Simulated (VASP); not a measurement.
Here is a VASP 6.6.1 calculation.

Contents of POSCAR:

```
Ir
1.0
   -1.4908760851      1.4908760851      1.4908760851
    1.4908760851     -1.4908760851      1.4908760851
    1.4908760851      1.4908760851     -1.4908760851
Ir
1
Direct
    0.0000000000      0.0000000000      0.0000000000
```

File INCAR.step1:

```
SYSTEM = Ir
PREC = Accurate ; ENCUT = 550
ISMEAR = 0 ; SIGMA = 0.1
LREAL = .False. ; LASPH = .True.
NELM = 120 ; NBANDS = 10
GGA = PE ; ALGO = Normal
EDIFF = 1E-5 ; LWAVE = .True.
LCHARG = .False. ; GGA_COMPAT = .False.
```

The input INCAR.step2:

```
SYSTEM = Ir
PREC = Accurate ; ENCUT = 550
EDIFF = 1E-6 ; ISMEAR = 0
SIGMA = 0.1 ; LREAL = .False.
LASPH = .True. ; NELM = 120
ALGO = Normal ; ISIF = 2
LWAVE = .False. ; LCHARG = .True.
METAGGA = R2SCAN ; LMIXTAU = .True.
LELF = .True. ; LVHAR = .True.
NBANDS = 10 ; ISTART = 1
GGA_COMPAT = .False.
```

Contents of KPOINTS:

```
regular mesh
0
Gamma
  8 8 8
  0 0 0
```

Potentials or basis: VASP PAW PBE potentials, release 64 (Ir).

Command:

```bash
$ cat potpaw_PBE.64/Ir/POTCAR > POTCAR
$ cp INCAR.step1 INCAR
$ mpirun -np 1 vasp_std > vasp.out
$ cp INCAR.step2 INCAR
$ mpirun -np 1 vasp_std > vasp.out
```

(1) Estimate the pressure.

Answers

(1) 49.4 GPa.

Caveat: the k points lie up to 0.37 Å⁻¹ apart; the PAW data sets were made with another functional, which shifts forces and pressure a little.
